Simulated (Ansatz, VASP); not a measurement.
One calculation of BAs, two programs

File INCAR:

```
SYSTEM = BAs
PREC     = Accurate       ! precision mode
ENCUT    = 520            ! plane-wave cutoff, eV
EDIFF    = 1E-7           ! SCF threshold, eV
ISMEAR   = 0              ! smearing method
SIGMA    = 0.05           ! smearing width, eV
LREAL    = .False.        ! projectors in reciprocal space
LASPH    = .True.         ! aspherical terms in the spheres
NELM     = 80             ! most SCF steps
ALGO     = Normal         ! electronic algorithm
ISIF     = 2              ! what is computed and relaxed
LWAVE    = .False.        ! write WAVECAR
LCHARG   = .True.         ! write CHGCAR
GGA      = PE             ! functional
LELF     = .True.         ! ELF
LVHAR    = .True.       
NBANDS   = 11             ! bands
```

Contents of KPOINTS:

```
regular mesh
0
Gamma
  10 10 10
  0 0 0
```

POSCAR

```
BAs
1.0
    0.0000000000      2.4840400000      2.1974200000
    2.4840400000      0.0000000000      2.1974200000
    2.4840400000      2.4840400000      0.0000000000
B As
1 1
Direct
    0.0000000000      0.0000000000      0.0000000000
    0.7500000000      0.7500000000      0.7500000000
```

Input for Ansatz:

```yaml
crystal:
  lattice:
    - [0.0, 2.48404, 2.19742]
    - [2.48404, 0.0, 2.19742]
    - [2.48404, 2.48404, 0.0]
  atoms:
    - { symbol: B, position: [0.0, 0.0, 0.0] }
    - { symbol: As, position: [0.75, 0.75, 0.75] }
basis:
  ecutwfc: 420
kpoints:
  mp_grid: { grid: [10, 10, 10] }
hamiltonian:
  xc: pbe
scf:
  occupations: { method: gaussian, width: 0.05 }
output:
  forces: true
  stress: true
  eigenvalues: true
```

Change from the starting cell: strain +0.040 along x and y, -0.080 along z, atoms carried along.

Alike in both runs: task single point; functional PBE; k mesh 10 × 10 × 10; occupations gaussian, width 0.05 eV; no spin polarisation.

|  | VASP | Ansatz |
| --- | --- | --- |
| version | VASP 6.6.1 | Ansatz 0.2.0 |
| potentials or method | VASP PAW PBE potentials, release 64 (B, As), cutoff 520 eV | scalar-relativistic, plane waves, PAW |
| valence electrons in the cell | 8 | 18 |

|  | VASP | Ansatz | Ansatz less VASP |
| --- | --- | --- | --- |
| gap on the k mesh at the Fermi level (eV) | none | none | - |
| pressure (GPa) | 3.9 | 3.2 | -0.66 |
| traceless stress, the component that is largest in VASP (GPa) | 13.46 | 13.54 | +0.085 |

A gap of «none» marks a metal or a gap that the smearing closes. VASP's potentials hold 8 valence electrons a cell and Ansatz's 18, so a difference there can come from the potentials and not from the codes.
